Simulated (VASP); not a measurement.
Wanted: the native input for a VASP 6.6.1 run.

```yaml
Task: single point
Functional: PBE
Potentials_or_basis: VASP PAW PBE potentials, release 64 (Ru_pv, Ir)
Cutoff: 520 eV
k_mesh: 12 × 12 × 12
Occupations: gaussian, width 0.1 eV
Spin: no spin polarisation
Dipole_correction: no
Further_INCAR_settings: ALGO = Fast; EDIFF = 1e-07; NBANDS = 33
```

The structure of Ir4Ru lies in POSCAR:

```
Ir4Ru
1.0
   -3.0488511620      3.0488511620      1.9283579149
    3.0488511620     -3.0488511620      1.9283579149
    3.0488511620      3.0488511620     -1.9283579149
Ru Ir
1 4
Direct
    0.5000000000      0.5000000000      0.0000000000
    0.1012992407      0.7011177800      0.8024170207
    0.7011177800      0.8987007593      0.5998185393
    0.2988822200      0.1012992407      0.4001814607
    0.8987007593      0.2988822200      0.1975829793
```

These files were run (other wordings do the same):

INCAR

```
SYSTEM = Ir4Ru
ALGO = Fast ; EDIFF = 1E-7
ENCUT = 520 ; GGA = PE
ISIF = 2 ; ISMEAR = 0
LASPH = .True. ; LCHARG = .False.
LREAL = .False. ; LWAVE = .False.
NBANDS = 33 ; NELM = 60
PREC = Accurate ; SIGMA = 0.1
```

KPOINTS

```
k-points
0
Gamma
  12 12 12
  0 0 0
```

Potentials or basis: VASP PAW PBE potentials, release 64 (Ru_pv, Ir).

The run is started by

```console
$ cat potpaw_PBE.64/Ru_pv/POTCAR potpaw_PBE.64/Ir/POTCAR > POTCAR
$ mpirun -np 1 vasp_std > vasp.out
```

Results of the run:

```json
{
 "Pressure": "0.4 GPa",
 "Largest force": "0.011 eV/Å",
 "Band gap on the k mesh": "zero (bands 25 and 26 overlap by 1.27 eV)"
}
```

Caveat: spin-orbit coupling is left out, which moves the levels of the heavy elements.

Run time: 7.2 min on 1 thread of Intel(R) Xeon(R) Platinum 8488C (Sapphire Rapids), with other jobs on the host, peak memory 0.57 GiB.
